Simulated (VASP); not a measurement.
# VSi2 (P6_222) in VASP: settings compared

The runs below take VSi2 through single point, with PBE, LDA.

All numbers are computed with VASP 6.6.1; they aren't measurements. Logs are shortened: lines on timing, memory, paths and dates and some standing lists are left out, and cuts for length are marked.

## (1) The cell of the first run

The structure is hexagonal, space group P6_222 (No. 180). Conventional cell: a = 4.378 Å, b = 4.378 Å, c = 6.101 Å, α = 90.00°, β = 90.00°, γ = 120.00°. Within 3.2 Å of V (site symmetry 222) lie 10 Si at 2.40 to 2.56 Å and 4 V at 2.99 Å. Within 3.1 Å of Si (site symmetry 2) lie 9 Si at 2.38 to 3.03 Å and 5 V at 2.40 to 2.56 Å.

## (2) Single point, PBE

Input file INCAR:

```
SYSTEM = VSi2
  ALGO = Normal
  EDIFF = 1E-6
  ENCUT = 520
  GGA = PE
  ISIF = 2
  ISMEAR = 0
  LASPH = .True.
  LCHARG = .False.
  LREAL = .False.
  LWAVE = .False.
  NBANDS = 42
  NELM = 60
  PREC = Accurate
  SIGMA = 0.05
```

Input file KPOINTS:

```
k-points
0
Gamma
  9 9 6
  0 0 0
```

Input file POSCAR:

```
VSi2
1.0
    4.3783008556      0.0000000000      0.0000000000
   -2.1891504278      3.7917197664      0.0000000000
    0.0000000000      0.0000000000      6.1008314806
V Si
3 6
Direct
    0.0000000000      0.5000000000      0.1666666700
    0.5000000000      0.5000000000      0.8333333300
    0.5000000000      0.0000000000      0.5000000000
    0.8375067800      0.6750135500      0.5000000000
    0.1624932300      0.8375067800      0.8333333300
    0.6750135500      0.8375067800      0.1666666700
    0.1624932200      0.3249864500      0.5000000000
    0.8375067800      0.1624932200      0.8333333300
    0.3249864500      0.1624932300      0.1666666700
```

Potentials or basis: VASP PAW PBE potentials, release 64 (V_sv, Si).

On the command line:

```sh
$ cat potpaw_PBE.64/V_sv/POTCAR potpaw_PBE.64/Si/POTCAR > POTCAR
$ mpirun -np 1 vasp_std > vasp.out
```

OUTCAR:

```text
SYSTEM = VSi2
   EDIFF = 1E-6
   ENCUT = 520
   GGA = PE
   ISIF = 2
   ISMEAR = 0
   LASPH = .True.
   LREAL = .False.
   NELM = 60
   PREC = Accurate

 ion  position               nearest neighbor table
   1  0.000  0.500  0.167-   4 2.40   7 2.40   5 2.40   8 2.40   9 2.51   6 2.51   6 2.51   9 2.51
                             6 2.56   9 2.56
   2  0.500  0.500  0.833-   4 2.40   7 2.40   9 2.40   6 2.40   5 2.51   8 2.51   8 2.51   5 2.51
                             5 2.56   8 2.56
   3  0.500  0.000  0.500-   5 2.40   6 2.40   9 2.40   8 2.40   7 2.51   4 2.51   7 2.51   4 2.51
                             7 2.56   4 2.56
   4  0.838  0.675  0.500-   5 2.38   6 2.38   1 2.40   2 2.40   7 2.46   3 2.51   3 2.51   3 2.56
                             7 2.56   7 2.56   8 2.95   9 2.95   9 3.03   8 3.03
   5  0.162  0.838  0.833-   4 2.38   9 2.38   3 2.40   1 2.40   8 2.46   2 2.51   2 2.51   2 2.56
                             8 2.56   8 2.56   7 2.95   6 2.95   7 3.03   6 3.03
   6  0.675  0.838  0.167-   4 2.38   8 2.38   3 2.40   2 2.40   9 2.46   1 2.51   1 2.51   1 2.56
                             9 2.56   9 2.56   7 2.95   5 2.95   7 3.03   5 3.03
   7  0.162  0.325  0.500-   8 2.38   9 2.38   1 2.40   2 2.40   4 2.46   3 2.51   3 2.51   3 2.56
                             4 2.56   4 2.56   6 2.95   5 2.95   5 3.03   6 3.03
   8  0.838  0.162  0.833-   7 2.38   6 2.38   3 2.40   1 2.40   5 2.46   2 2.51   2 2.51   2 2.56
                             5 2.56   5 2.56   4 2.95   9 2.95   4 3.03   9 3.03
   9  0.325  0.162  0.167-   7 2.38   5 2.38   3 2.40   2 2.40   6 2.46   1 2.51   1 2.51   1 2.56
                             6 2.56   6 2.56   4 2.95   8 2.95   4 3.03   8 3.03

  LATTYP: Found a hexagonal cell.
 ALAT       =     4.3783008556
 C/A-ratio  =     1.3934244543

  Lattice vectors:

 A1 = (   4.3783008556,   0.0000000000,   0.0000000000)
 A2 = (  -2.1891504278,   3.7917197664,   0.0000000000)
 A3 = (   0.0000000000,   0.0000000000,   6.1008314806)

Analysis of symmetry for initial positions (statically):
=====================================================================
 Subroutine PRICEL returns:
 Original cell was already a primitive cell.

 Routine SETGRP: Setting up the symmetry group for a
 hexagonal supercell.

 Subroutine GETGRP returns: Found 12 space group operations
 (whereof  4 operations were pure point group operations)
 out of a pool of 24 trial point group operations.

The static configuration has the point symmetry D_2 .
 The point group associated with its full space group is D_6 .

Analysis of symmetry for dynamics (positions and initial velocities):
=====================================================================
 Subroutine PRICEL returns:
 Original cell was already a primitive cell.

 Routine SETGRP: Setting up the symmetry group for a
 hexagonal supercell.

 Subroutine GETGRP returns: Found 12 space group operations
 (whereof  4 operations were pure point group operations)
 out of a pool of 24 trial point group operations.

The dynamic configuration has the point symmetry D_2 .
 The point group associated with its full space group is D_6 .

 Subroutine INISYM returns: Found 12 space group operations
 (whereof  4 operations are pure point group operations),
 and found     1 'primitive' translations

----------------------------------------------------------------------------------------

                                     Primitive cell

  volume of cell :     101.2817

  direct lattice vectors                    reciprocal lattice vectors
     4.378300856  0.000000000  0.000000000     0.228399106  0.131866285  0.000000000
    -2.189150428  3.791719766  0.000000000     0.000000000  0.263732570  0.000000000
     0.000000000  0.000000000  6.100831481     0.000000000  0.000000000  0.163912084

  length of vectors
     4.378300856  4.378300856  6.100831481     0.263732570  0.263732570  0.163912084

  position of ions in fractional coordinates (direct lattice)
     0.000000000  0.500000000  0.166666670
     0.500000000  0.500000000  0.833333330
     0.500000000  0.000000000  0.500000000
     0.837506780  0.675013550  0.500000000
     0.162493230  0.837506780  0.833333330
     0.675013550  0.837506780  0.166666670
     0.162493220  0.324986450  0.500000000
     0.837506780  0.162493220  0.833333330
     0.324986450  0.162493230  0.166666670

  ion indices of the primitive-cell ions
   primitive index   ion index
                 1           1
                 2           2
                 3           3
                 4           4
                 5           5
                 6           6
                 7           7
                 8           8
                 9           9

----------------------------------------------------------------------------------------

 KPOINTS: k-points

Automatic generation of k-mesh.
 Grid dimensions read from file:
 generate k-points for:    9    9    6

 Generating k-lattice:

  Cartesian coordinates                     Fractional coordinates (reciprocal lattice)
     0.025377678  0.014651809  0.000000000     0.111111111  0.000000000  0.000000000
     0.000000000  0.029303619  0.000000000     0.000000000  0.111111111  0.000000000
     0.000000000  0.000000000  0.027318681     0.000000000  0.000000000  0.166666667

  Length of vectors
     0.029303619  0.029303619  0.027318681

  Shift w.r.t. Gamma in fractional coordinates (k-lattice)
     0.000000000  0.000000000  0.000000000

 Subroutine IBZKPT returns following result:
 ===========================================

 Found     48 irreducible k-points:

 Following reciprocal coordinates:
            Coordinates               Weight
  0.000000  0.000000  0.000000      1.000000
  0.111111  0.000000  0.000000      6.000000
  0.222222  0.000000  0.000000      6.000000
  0.333333  0.000000  0.000000      6.000000
  0.444444  0.000000  0.000000      6.000000
  0.111111  0.111111  0.000000      6.000000
[... 16 lines left out ...]
  0.333333  0.222222  0.166667     24.000000
  0.333333  0.333333  0.166667      4.000000
 [... further k-points ...]
   k-points           NKPTS =     48   k-points in BZ     NKDIM =     48   number of bands    NBANDS=     42
   number of dos      NEDOS =    301   number of ions     NIONS =      9
   total plane-waves  NPLWV =  62208
   dimension x,y,z NGX =    36 NGY =   36 NGZ =   48
   dimension x,y,z NGXF=    72 NGYF=   72 NGZF=   96
   ions per type =               3   6
   NGX,Y,Z   is equivalent  to a cutoff of  13.67, 13.67, 13.08 a.u.
   NGXF,Y,Z  is equivalent  to a cutoff of  27.34, 27.34, 26.16 a.u.
 SYSTEM =  VSi2
   PREC   = accura    normal or accurate (medium, high low for compatibility)
   ISTART =      0    job   : 0-new  1-cont  2-samecut
   ICHARG =      2    charge: 1-file 2-atom 10-const
   ISPIN  =      1    spin polarized calculation?
   LNONCOLLINEAR =      F non collinear calculations
   LSORBIT =      F    spin-orbit coupling
   LASPH  =      T    aspherical Exc in radial PAW
   ENCUT  =  520.0 eV  38.22 Ry    6.18 a.u.   8.14  8.14 11.34*2*pi/ulx,y,z
   NELM   =     60;   NELMIN=  2; NELMDL= -5     # of ELM steps
   EDIFF  = 0.1E-05   stopping-criterion for ELM
   LREAL  =      F    real-space projection
   EDIFFG = 0.1E-04   stopping-criterion for IOM
   NSW    =      0    number of steps for IOM
   IBRION =     -1    ionic relax: 0-MD 1-quasi-New 2-CG
   NFREE  =      0    steps in history (QN), initial steepest desc. (CG)
   ISIF   =      2    stress and relaxation
   ISYM   =      2    0-nonsym 1-usesym 2-fastsym
   POTIM  = 0.5000    time-step for ionic-motion
   TEBEG  =    0.0;   TEEND  =   0.0 temperature during run
   PSTRESS=    0.0 pullay stress
   NELECT =      63.0000    total number of electrons
   NUPDOWN=      -1.0000    fix difference up-down
   EMIN   =  10.00;   EMAX   =-10.00  energy-range for DOS
   EFERMI =   0.00;   METHOD = LEGACY
   ISMEAR =     0;   SIGMA  =   0.05  broadening in eV -4-tet -1-fermi 0-gaus
   EFERMI_NEDOS =   21; number of points for ismear=-14 and -15
   IALGO  =     38    algorithm
   IMIX   =      4    mixing-type and parameters
     AMIX     =   0.40;   BMIX     =  1.00
     AMIX_MAG =   1.60;   BMIX_MAG =  1.00
  volume/ion in A,a.u.               =      11.25        75.94
  Fermi-wavevector in a.u.,A,eV,Ry     =   1.397477  2.640849 26.571396  1.952942
  Thomas-Fermi vector in A             =   2.520730
   LORBIT       =      0    0 simple, 1 ext, 2 COOP (PROOUT), +10 PAW based schemes
   GGA     = PE    functional components
   LHFCALC =     F    Hartree Fock is set to
   AEXX    =    0.0000 exact exchange contribution
   IVDW    =     0    specifies the selected vdW correction
   LEPSILON=     F    determine dielectric tensor
   LRPA    =     F    only Hartree local field effects (RPA)
 non-spin polarized calculation
 Gauss-broadening in eV      SIGMA  =   0.05
  energy-cutoff  :      520.00
  volume of cell :      101.28
 maximum number of plane-waves:      2742
 NGX is ok and might be reduce to    36
   NGX = 17   NGY = 17   NGZ = 23

 number of electron      62.9999980 magnetization

 Free energy of the ion-electron system (eV)
  ---------------------------------------------------
  ext. energy  EPLUGINS =         0.00000000
  ---------------------------------------------------
  free energy    TOTEN  =       -62.76002784 eV

  energy without entropy =      -62.75247967  energy(sigma->0) =      -62.75625376

 E-fermi :  12.9968     XC(G=0): -12.7818

 val. band max:       12.9765118945   @ k =   0.4444   0.1111   0.3333
 cond. band min:      12.9982177796   @ k =   0.1111   0.1111   0.3333
 fundamental gap:      0.0217058851
 Fermi energy:        12.9968295614

 k-point     1 :       0.0000    0.0000    0.0000
  band No.  band energies     occupation
      1     -50.7143      2.00000
      2     -50.6867      2.00000
      3     -50.6867      2.00000
      4     -24.7501      2.00000
      5     -24.7501      2.00000
      6     -24.7228      2.00000
[... 34 lines left out ...]
     41      16.6835      0.00000
     42      16.8851      0.00000
[... 994 lines left out ...]
      2     -50.6973      2.00000
      3     -50.6872      2.00000
      4     -24.7826      2.00000
      5     -24.7493      2.00000
      6     -24.7217      2.00000
[... 34 lines left out ...]
     41      16.8967      0.00000
     42      17.1420      0.00000

 [... further k-points ...]
[... 5 lines left out ...]
  --------------------------------------------------------------------------------------
  -------------------------------------------------------------------------------------
  Total       17.4687382     17.4687382     20.4287068      0.0000000      0.0000000      0.0000000
  in kB      276.3384104    276.3384104    323.1622287      0.0000000      0.0000000      0.0000000
  external PRESSURE =     291.9463499 kB  Pullay stress =       0.0000000 kB

 VOLUME and BASIS-vectors are now :
 -----------------------------------------------------------------------------
  energy-cutoff  :      520.00
  volume of cell :      101.28
      direct lattice vectors                 reciprocal lattice vectors
     4.378300856  0.000000000  0.000000000     0.228399106  0.131866285  0.000000000
    -2.189150428  3.791719766  0.000000000     0.000000000  0.263732570  0.000000000
     0.000000000  0.000000000  6.100831481     0.000000000  0.000000000  0.163912084

 POSITION                                       TOTAL-FORCE (eV/Angst)
 -----------------------------------------------------------------------------------
     -1.09458      1.89586      1.01681         0.000000     -0.000000      0.000000
      1.09458      1.89586      5.08403         0.000000     -0.000000     -0.000000
      2.18915      0.00000      3.05042         0.000000     -0.000000     -0.000000
      2.18915      2.55946      3.05042         0.000000     -0.141918      0.000000
     -1.12198      3.17559      5.08403         0.122905     -0.070959      0.000000
      1.12198      3.17559      1.01681        -0.122905     -0.070959      0.000000
     -0.00000      1.23226      3.05042        -0.000000      0.141918      0.000000
      3.31113      0.61613      5.08403        -0.122905      0.070959      0.000000
      1.06717      0.61613      1.01681         0.122905      0.070959      0.000000
 -----------------------------------------------------------------------------------
    total drift:                                0.000000      0.000004      0.000046

  FREE ENERGIE OF THE ION-ELECTRON SYSTEM (eV)
  ---------------------------------------------------
  free  energy   TOTEN  =       -62.7600278387 eV

  energy  without entropy=      -62.7524796729  energy(sigma->0) =      -62.75625376
```

It took 2.3 min on 1 thread of Intel Xeon Platinum 8488C (Sapphire Rapids), shared host; peak memory 0.32 GiB.

Results:

```
Free energy            : -62.7600 eV
Pressure               : 29.2 GPa
Largest force          : 0.142 eV/Å
Band gap on the k mesh : zero (an odd number of electrons rules out a gap without spin polarisation)
```

Forces in eV/Å, atoms in the order of the input:
```
V    0.000  0.000  0.000
V    0.000  0.000  0.000
V    0.000  0.000  0.000
Si   0.000 -0.142  0.000
Si   0.123 -0.071  0.000
Si  -0.123 -0.071  0.000
Si   0.000  0.142  0.000
Si  -0.123  0.071  0.000
Si   0.123  0.071  0.000
```

Caveat: the cell stands under pressure.

## (3) Single point, PBE

This run uses another cell than the first one, of 12.50 Å³/atom.

Input file INCAR:

```
PREC = Accurate ; ENCUT = 520
EDIFF = 1E-7 ; ISMEAR = 0
SIGMA = 0.05 ; LREAL = False
LASPH = True ; NELM = 60
ALGO = Normal ; ISIF = 2
LWAVE = False ; LCHARG = True
GGA = PE ; LELF = True
LVHAR = True ; NBANDS = 42
```

Input file KPOINTS:

```
regular mesh
0
Gamma
  9 9 6
```

Edit POSCAR of step 2 so:

```diff
@@ -2,5 +2,5 @@
 1.0
-    4.3783008556      0.0000000000      0.0000000000
-   -2.1891504278      3.7917197664      0.0000000000
-    0.0000000000      0.0000000000      6.1008314806
+    4.5347995798      0.0000000000      0.0000000000
+   -2.2673997899      3.9272516372      0.0000000000
+    0.0000000000      0.0000000000      6.3189006300
 V Si
```

Potentials or basis: VASP PAW PBE potentials, release 64 (V_sv, Si).

On the command line:

```sh
$ cat potpaw_PBE.64/V_sv/POTCAR potpaw_PBE.64/Si/POTCAR > POTCAR
$ mpirun -np 1 vasp_std > vasp.out
```

OUTCAR:

```text
PREC = Accurate
   ENCUT = 520
   EDIFF = 1E-7
   ISMEAR = 0
   LREAL = False
   LASPH = True
   NELM = 60
   ISIF = 2
   GGA = PE

 ion  position               nearest neighbor table
   1  0.000  0.500  0.167-   4 2.49   7 2.49   5 2.49   8 2.49   9 2.60   6 2.60   6 2.60   9 2.60
                             6 2.65   9 2.65
   2  0.500  0.500  0.833-   4 2.49   7 2.49   9 2.49   6 2.49   5 2.60   8 2.60   8 2.60   5 2.60
                             5 2.65   8 2.65
   3  0.500  0.000  0.500-   5 2.49   6 2.49   9 2.49   8 2.49   7 2.60   4 2.60   7 2.60   4 2.60
                             7 2.65   4 2.65
   4  0.838  0.675  0.500-   5 2.46   6 2.46   1 2.49   2 2.49   7 2.55   3 2.60   3 2.60   3 2.65
                             7 2.65   7 2.65   8 3.05   9 3.05   9 3.14   8 3.14
   5  0.162  0.838  0.833-   4 2.46   9 2.46   3 2.49   1 2.49   8 2.55   2 2.60   2 2.60   2 2.65
                             8 2.65   8 2.65   7 3.05   6 3.05   7 3.14   6 3.14
   6  0.675  0.838  0.167-   4 2.46   8 2.46   3 2.49   2 2.49   9 2.55   1 2.60   1 2.60   1 2.65
                             9 2.65   9 2.65   7 3.05   5 3.05   7 3.14   5 3.14
   7  0.162  0.325  0.500-   8 2.46   9 2.46   1 2.49   2 2.49   4 2.55   3 2.60   3 2.60   3 2.65
                             4 2.65   4 2.65   6 3.05   5 3.05   5 3.14   6 3.14
   8  0.838  0.162  0.833-   7 2.46   6 2.46   3 2.49   1 2.49   5 2.55   2 2.60   2 2.60   2 2.65
[... 214 lines left out ...]
      1     -52.4115      2.00000
      2     -52.3947      2.00000
      3     -52.3947      2.00000
      4     -26.3819      2.00000
      5     -26.3819      2.00000
      6     -26.3666      2.00000
[... 1069 lines left out ...]
     41      14.7854      0.00000
     42      15.3737      0.00000

 [... further k-points ...]
[... 5 lines left out ...]
  --------------------------------------------------------------------------------------
  -------------------------------------------------------------------------------------
  Total        2.5615460      2.5615460      3.1412854      0.0000000      0.0000000      0.0000000
  in kB       36.4690442     36.4690442     44.7228657      0.0000000      0.0000000      0.0000000
  external PRESSURE =      39.2203180 kB  Pullay stress =       0.0000000 kB

 VOLUME and BASIS-vectors are now :
 -----------------------------------------------------------------------------
  energy-cutoff  :      520.00
  volume of cell :      112.54
      direct lattice vectors                 reciprocal lattice vectors
     4.534799580  0.000000000  0.000000000     0.220516912  0.127315499  0.000000000
    -2.267399790  3.927251637  0.000000000     0.000000000  0.254630997  0.000000000
     0.000000000  0.000000000  6.318900630     0.000000000  0.000000000  0.158255377

 POSITION                                       TOTAL-FORCE (eV/Angst)
 -----------------------------------------------------------------------------------
     -1.13370      1.96363      1.05315        -0.000000     -0.000000      0.000000
      1.13370      1.96363      5.26575        -0.000000     -0.000000      0.000000
      2.26740      0.00000      3.15945        -0.000000     -0.000000     -0.000000
      2.26740      2.65095      3.15945        -0.000000     -0.036140     -0.000000
     -1.16209      3.28910      5.26575         0.031298     -0.018070     -0.000000
      1.16209      3.28910      1.05315        -0.031298     -0.018070      0.000000
     -0.00000      1.27630      3.15945        -0.000000      0.036140     -0.000000
      3.42949      0.63815      5.26575        -0.031298      0.018070     -0.000000
      1.10531      0.63815      1.05315         0.031298      0.018070      0.000000
 -----------------------------------------------------------------------------------
    total drift:                                0.000000      0.000003      0.000050

  FREE ENERGIE OF THE ION-ELECTRON SYSTEM (eV)
  ---------------------------------------------------
  free  energy   TOTEN  =       -63.8480525538 eV

  energy  without entropy=      -63.8390202287  energy(sigma->0) =      -63.84353639
```

stdout:

```text
POSCAR found type information on POSCAR V Si
 POSCAR found :  2 types and       9 ions
 scaLAPACK will be used
 LDA part: xc-table for (Slater+PW92), standard interpolation
 POSCAR, INCAR and KPOINTS ok, starting setup
 FFT: planning ... GRIDC
 FFT: planning ... GRID_SOFT
 FFT: planning ... GRID
 WAVECAR not read
 entering main loop
```

Run time: 2.8 min. Hardware: 1 thread of Intel Xeon Platinum 8488C (Sapphire Rapids), shared host; peak memory 0.33 GiB.

Results:

```yaml
Free_energy: -63.8481 eV
Pressure: 3.9 GPa
Largest_force: 0.036 eV/Å
Band_gap_on_the_k_mesh: zero (an odd number of electrons rules out a gap without spin polarisation)
```

Forces on the atoms (eV/Å):
```
V    0.000  0.000  0.000
V    0.000  0.000  0.000
V    0.000  0.000  0.000
Si   0.000 -0.036  0.000
Si   0.031 -0.018  0.000
Si  -0.031 -0.018  0.000
Si   0.000  0.036  0.000
Si  -0.031  0.018  0.000
Si   0.031  0.018  0.000
```

Caveat: the cell stands under pressure.

(Part 1 of 2 ends here.)

The gap in the log of VASP goes by the Fermi energy; the results here count the filled bands.